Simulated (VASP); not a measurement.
# NaCu12 in VASP: single point with PBE

Aim: the single point of NaCu12 with PBE.

Everything below comes from runs of VASP 6.6.1. Logs are shortened: lines on timing, memory, paths and dates and some standing lists are left out, and cuts for length are marked.

### 1 The cell of the first run

The cell holds a slab with vacuum, 13 atoms: a = 5.132 Å, b = 5.132 Å, c = 19.028 Å, α = 90.00°, β = 90.00°, γ = 90.00°.

### 2 Single point, PBE

INCAR reads:

```
  PREC = Accurate
  ENCUT = 520
  EDIFF = 1E-6
  ISMEAR = 0
  SIGMA = 0.1
  LREAL = False
  LASPH = True
  NELM = 100
  ALGO = Normal
  ISIF = 2
  LWAVE = False
  LCHARG = False
  LDIPOL = True
  IDIPOL = 3
  DIPOL = 0.5 0.5 0.320
  GGA = PE
  NBANDS = 82
```

KPOINTS reads:

```
Automatic mesh
0
Gamma
  5 5 1
```

POSCAR reads:

```
NaCu12
1.0
    5.1319544654      0.0000000000      0.0000000000
    0.0000000000      5.1319544654      0.0000000000
    0.0000000000      0.0000000000     19.0279314150
Cu Na
12 1
Direct
    0.2500000000      0.2500000000      0.2102172807
    0.2500000000      0.7500000000      0.2102172807
    0.7500000000      0.2500000000      0.2102172807
    0.7500000000      0.7500000000      0.2102172807
    0.0000000000      0.0000000000      0.3029241254
    0.0000000000      0.5000000000      0.3029241254
    0.5000000000      0.0000000000      0.3029241254
    0.5000000000      0.5000000000      0.3029241254
    0.2500000000      0.2500000000      0.3956253179
    0.2500000000      0.7500000000      0.3956253179
    0.7500000000      0.2500000000      0.3956253179
    0.7500000000      0.7500000000      0.3956253179
    0.2500000000      0.5000000000      0.5235132251
```

Potentials or basis: VASP PAW PBE potentials, release 64 (Cu, Na_pv).

On the command line:

```
$ cat potpaw_PBE.64/Cu/POTCAR potpaw_PBE.64/Na_pv/POTCAR > POTCAR
$ mpirun -np 1 vasp_std > vasp.out
```

OUTCAR:

```text
PREC = Accurate
   ENCUT = 520
   EDIFF = 1E-6
   ISMEAR = 0
   LREAL = False
   LASPH = True
   NELM = 100
   ISIF = 2
   GGA = PE

 ion  position               nearest neighbor table
   1  0.250  0.250  0.210-   5 2.53   6 2.53   7 2.53   8 2.53   2 2.57   3 2.57   2 2.57   3 2.57

   2  0.250  0.750  0.210-   5 2.53   6 2.53   7 2.53   8 2.53   1 2.57   4 2.57   1 2.57   4 2.57

   3  0.750  0.250  0.210-   5 2.53   6 2.53   7 2.53   8 2.53   1 2.57   4 2.57   4 2.57   1 2.57
[... 4 lines left out ...]
                             6 2.57   7 2.57   6 2.57   7 2.57
   6  0.000  0.500  0.303-   9 2.53  10 2.53  11 2.53  12 2.53   1 2.53   2 2.53   3 2.53   4 2.53
                             5 2.57   8 2.57   5 2.57   8 2.57
   7  0.500  0.000  0.303-   9 2.53  10 2.53  11 2.53  12 2.53   1 2.53   2 2.53   3 2.53   4 2.53
                             5 2.57   8 2.57   8 2.57   5 2.57
   8  0.500  0.500  0.303-   9 2.53  10 2.53  11 2.53  12 2.53   1 2.53   2 2.53   3 2.53   4 2.53
                             6 2.57   7 2.57   7 2.57   6 2.57
   9  0.250  0.250  0.396-   5 2.53   6 2.53   7 2.53   8 2.53  10 2.57  11 2.57  10 2.57  11 2.57
                            13 2.75
  10  0.250  0.750  0.396-   5 2.53   6 2.53   7 2.53   8 2.53   9 2.57  12 2.57   9 2.57  12 2.57
                            13 2.75
  11  0.750  0.250  0.396-   5 2.53   6 2.53   7 2.53   8 2.53   9 2.57  12 2.57  12 2.57   9 2.57

  12  0.750  0.750  0.396-   5 2.53   6 2.53   7 2.53   8 2.53  10 2.57  11 2.57  11 2.57  10 2.57

  13  0.250  0.500  0.524-   9 2.75  10 2.75

  LATTYP: Found a simple tetragonal cell.
 ALAT       =     5.1319544654
 C/A-ratio  =     3.7077358233

  Lattice vectors:

 A1 = (   5.1319544654,   0.0000000000,   0.0000000000)
 A2 = (   0.0000000000,   5.1319544654,   0.0000000000)
 A3 = (   0.0000000000,   0.0000000000,  19.0279314150)

Analysis of symmetry for initial positions (statically):
=====================================================================
 Subroutine PRICEL returns:
 Original cell was already a primitive cell.

 Routine SETGRP: Setting up the symmetry group for a
 simple tetragonal supercell.

 Subroutine GETGRP returns: Found  4 space group operations
 (whereof  2 operations were pure point group operations)
 out of a pool of 16 trial point group operations.

The static configuration has the point symmetry C_1h.
 The point group associated with its full space group is C_2v.

Analysis of symmetry for dynamics (positions and initial velocities):
=====================================================================
 Subroutine PRICEL returns:
 Original cell was already a primitive cell.

 Routine SETGRP: Setting up the symmetry group for a
 simple tetragonal supercell.

 Subroutine GETGRP returns: Found  4 space group operations
 (whereof  2 operations were pure point group operations)
 out of a pool of 16 trial point group operations.

The dynamic configuration has the point symmetry C_1h.
 The point group associated with its full space group is C_2v.

 Subroutine INISYM returns: Found  4 space group operations
 (whereof  2 operations are pure point group operations),
 and found     1 'primitive' translations

----------------------------------------------------------------------------------------

                                     Primitive cell

  volume of cell :     501.1378

  direct lattice vectors                    reciprocal lattice vectors
     5.131954465  0.000000000  0.000000000     0.194857536  0.000000000  0.000000000
     0.000000000  5.131954465  0.000000000     0.000000000  0.194857536  0.000000000
     0.000000000  0.000000000 19.027931415     0.000000000  0.000000000  0.052554320

  length of vectors
     5.131954465  5.131954465 19.027931415     0.194857536  0.194857536  0.052554320

  position of ions in fractional coordinates (direct lattice)
     0.250000000  0.250000000  0.210217281
     0.250000000  0.750000000  0.210217281
     0.750000000  0.250000000  0.210217281
     0.750000000  0.750000000  0.210217281
     0.000000000  0.000000000  0.302924125
     0.000000000  0.500000000  0.302924125
     0.500000000  0.000000000  0.302924125
     0.500000000  0.500000000  0.302924125
     0.250000000  0.250000000  0.395625318
     0.250000000  0.750000000  0.395625318
     0.750000000  0.250000000  0.395625318
     0.750000000  0.750000000  0.395625318
     0.250000000  0.500000000  0.523513225

  ion indices of the primitive-cell ions
   primitive index   ion index
[... 37 lines left out ...]

 Found      9 irreducible k-points:

 Following reciprocal coordinates:
            Coordinates               Weight
  0.000000  0.000000  0.000000      1.000000
  0.200000  0.000000  0.000000      2.000000
  0.000000  0.200000  0.000000      2.000000
  0.400000  0.000000  0.000000      2.000000
  0.000000  0.400000  0.000000      2.000000
  0.200000  0.200000  0.000000      4.000000
  0.400000  0.200000  0.000000      4.000000
 -0.200000  0.400000  0.000000      4.000000
  0.400000  0.400000  0.000000      4.000000
   k-points           NKPTS =      9   k-points in BZ     NKDIM =      9   number of bands    NBANDS=     82
   number of dos      NEDOS =    301   number of ions     NIONS =     13
   total plane-waves  NPLWV = 230400
   dimension x,y,z NGX =    40 NGY =   40 NGZ =  144
   dimension x,y,z NGXF=    80 NGYF=   80 NGZF=  288
   ions per type =              12   1
   NGX,Y,Z   is equivalent  to a cutoff of  12.96, 12.96, 12.58 a.u.
   NGXF,Y,Z  is equivalent  to a cutoff of  25.92, 25.92, 25.16 a.u.
 SYSTEM =  unknown system
   PREC   = accura    normal or accurate (medium, high low for compatibility)
   ISTART =      0    job   : 0-new  1-cont  2-samecut
   ICHARG =      2    charge: 1-file 2-atom 10-const
   ISPIN  =      1    spin polarized calculation?
   LNONCOLLINEAR =      F non collinear calculations
   LSORBIT =      F    spin-orbit coupling
   LASPH  =      T    aspherical Exc in radial PAW
   ENCUT  =  520.0 eV  38.22 Ry    6.18 a.u.   9.54  9.54 35.38*2*pi/ulx,y,z
   NELM   =    100;   NELMIN=  2; NELMDL= -5     # of ELM steps
   EDIFF  = 0.1E-05   stopping-criterion for ELM
   LREAL  =      F    real-space projection
   EDIFFG = 0.1E-04   stopping-criterion for IOM
   NSW    =      0    number of steps for IOM
   IBRION =     -1    ionic relax: 0-MD 1-quasi-New 2-CG
   NFREE  =      0    steps in history (QN), initial steepest desc. (CG)
   ISIF   =      2    stress and relaxation
   ISYM   =      2    0-nonsym 1-usesym 2-fastsym
   POTIM  = 0.5000    time-step for ionic-motion
   TEBEG  =    0.0;   TEEND  =   0.0 temperature during run
   PSTRESS=    0.0 pullay stress
   NELECT =     139.0000    total number of electrons
   NUPDOWN=      -1.0000    fix difference up-down
   EMIN   =  10.00;   EMAX   =-10.00  energy-range for DOS
   EFERMI =   0.00;   METHOD = LEGACY
   ISMEAR =     0;   SIGMA  =   0.10  broadening in eV -4-tet -1-fermi 0-gaus
   EFERMI_NEDOS =   21; number of points for ismear=-14 and -15
   IALGO  =     38    algorithm
   IMIX   =      4    mixing-type and parameters
     AMIX     =   0.40;   BMIX     =  1.00
     AMIX_MAG =   1.60;   BMIX_MAG =  1.00
  volume/ion in A,a.u.               =      38.55       260.14
  Fermi-wavevector in a.u.,A,eV,Ry     =   1.067646  2.017559 15.508852  1.139868
  Thomas-Fermi vector in A             =   2.203269
   LORBIT       =      0    0 simple, 1 ext, 2 COOP (PROOUT), +10 PAW based schemes
   GGA     = PE    functional components
   LHFCALC =     F    Hartree Fock is set to
   AEXX    =    0.0000 exact exchange contribution
   IVDW    =     0    specifies the selected vdW correction
   LEPSILON=     F    determine dielectric tensor
   LRPA    =     F    only Hartree local field effects (RPA)
 non-spin polarized calculation
 Gauss-broadening in eV      SIGMA  =   0.10
  energy-cutoff  :      520.00
  volume of cell :      501.14
 maximum number of plane-waves:     13595
 NGX is ok and might be reduce to    40
   NGX = 19   NGY = 19   NGZ = 71

 number of electron     138.9999793 magnetization

 dipolmoment           0.000000      0.000000     -0.385882 electrons x Angstroem

 Free energy of the ion-electron system (eV)
  ---------------------------------------------------
  ext. energy  EPLUGINS =         0.00000000
  ---------------------------------------------------
  free energy    TOTEN  =       -41.73811825 eV

  energy without entropy =      -41.70957407  energy(sigma->0) =      -41.72384616

 E-fermi :  -0.0361     XC(G=0):  -5.1439

 val. band max:       -0.0940679278   @ k =   0.0000   0.0000   0.0000
 cond. band min:      -0.0319160578   @ k =   0.2000   0.0000   0.0000
 fundamental gap:      0.0621518700
 Fermi energy:        -0.0360629135

 k-point     1 :       0.0000    0.0000    0.0000
  band No.  band energies     occupation
      1     -25.3070      2.00000
      2     -25.2913      2.00000
      3     -25.2811      2.00000
      4      -8.4477      2.00000
      5      -5.9373      2.00000
      6      -4.9146      2.00000
[... 745 lines left out ...]
     80       4.4085      0.00000
     81       4.6735      0.00000
 [bands above 81 left out]

------------------------ aborting loop because EDIFF is reached ----------------------------------------

 vacuum level on the upper side and lower side of the slab       (xc-potential included)        -1.743         0.976

  FORCE on cell =-STRESS in cart. coord.  units (eV):
  Direction    XX          YY          ZZ          XY          YZ          ZX
  --------------------------------------------------------------------------------------
  -------------------------------------------------------------------------------------
  Total       -4.8501063     -4.3745118      1.0305418      0.0000000      0.0000000      0.0000000
  in kB      -15.5061748    -13.9856613      3.2947240      0.0000000      0.0000000      0.0000000
  external PRESSURE =      -8.7323707 kB  Pullay stress =       0.0000000 kB

 VOLUME and BASIS-vectors are now :
 -----------------------------------------------------------------------------
  energy-cutoff  :      520.00
  volume of cell :      501.14
      direct lattice vectors                 reciprocal lattice vectors
     5.131954465  0.000000000  0.000000000     0.194857536  0.000000000  0.000000000
     0.000000000  5.131954465  0.000000000     0.000000000  0.194857536  0.000000000
     0.000000000  0.000000000 19.027931415     0.000000000  0.000000000  0.052554320

 POSITION                                       TOTAL-FORCE (eV/Angst)
 -----------------------------------------------------------------------------------
      1.28299      1.28299      4.00000        -0.000000      0.006559     -0.025506
      1.28299      3.84897      4.00000        -0.000000     -0.006559     -0.025506
      3.84897      1.28299      4.00000        -0.000000      0.008218     -0.040182
      3.84897      3.84897      4.00000        -0.000000     -0.008218     -0.040182
      0.00000      0.00000      5.76402        -0.007818      0.000000     -0.083464
      0.00000      2.56598      5.76402        -0.007642      0.000000     -0.106082
      2.56598      0.00000      5.76402         0.007818      0.000000     -0.083464
      2.56598      2.56598      5.76402         0.007642      0.000000     -0.106082
      1.28299      1.28299      7.52793        -0.000000     -0.128121     -0.042220
      1.28299      3.84897      7.52793        -0.000000      0.128121     -0.042220
      3.84897      1.28299      7.52793        -0.000000      0.043693      0.298130
      3.84897      3.84897      7.52793        -0.000000     -0.043693      0.298130
      1.28299      2.56598      9.96137        -0.000000      0.000000     -0.001352
 -----------------------------------------------------------------------------------
    total drift:                               -0.000000     -0.000000     -0.005762

  FREE ENERGIE OF THE ION-ELECTRON SYSTEM (eV)
  ---------------------------------------------------
  free  energy   TOTEN  =       -41.7381182451 eV

  energy  without entropy=      -41.7095740652  energy(sigma->0) =      -41.72384616

 vacuum level on the upper side and lower side of the slab         1.408         4.202
```

Wall time 9.6 min (1 thread of Intel Xeon 6975P-C (Granite Rapids), shared host); peak memory 0.64 GiB.

What came out:

```yaml
Free_energy: -41.7381 eV
Largest_force: 0.301 eV/Å
Band_gap_on_the_k_mesh: zero (an odd number of electrons rules out a gap without spin polarisation)
```

Forces on the atoms (eV/Å):
```
Cu   0.000  0.007 -0.026
Cu   0.000 -0.007 -0.026
Cu   0.000  0.008 -0.040
Cu   0.000 -0.008 -0.040
Cu  -0.008  0.000 -0.083
Cu  -0.008  0.000 -0.106
Cu   0.008  0.000 -0.083
Cu   0.008  0.000 -0.106
Cu   0.000 -0.128 -0.042
Cu   0.000  0.128 -0.042
Cu   0.000  0.044  0.298
Cu   0.000 -0.044  0.298
Na   0.000  0.000 -0.001
```

Levels at points of the mesh, in eV from the Fermi level:
| k point | band 68 | band 69 | band 70 | band 71 | band 72 | band 73 |
| --- | --- | --- | --- | --- | --- | --- |
| (0.00, 0.00, 0.00) | -0.23 | -0.19 | -0.18 | -0.06 | -0.06 | 0.14 |

The gap in the log of VASP goes by the Fermi energy; the results here count the filled bands.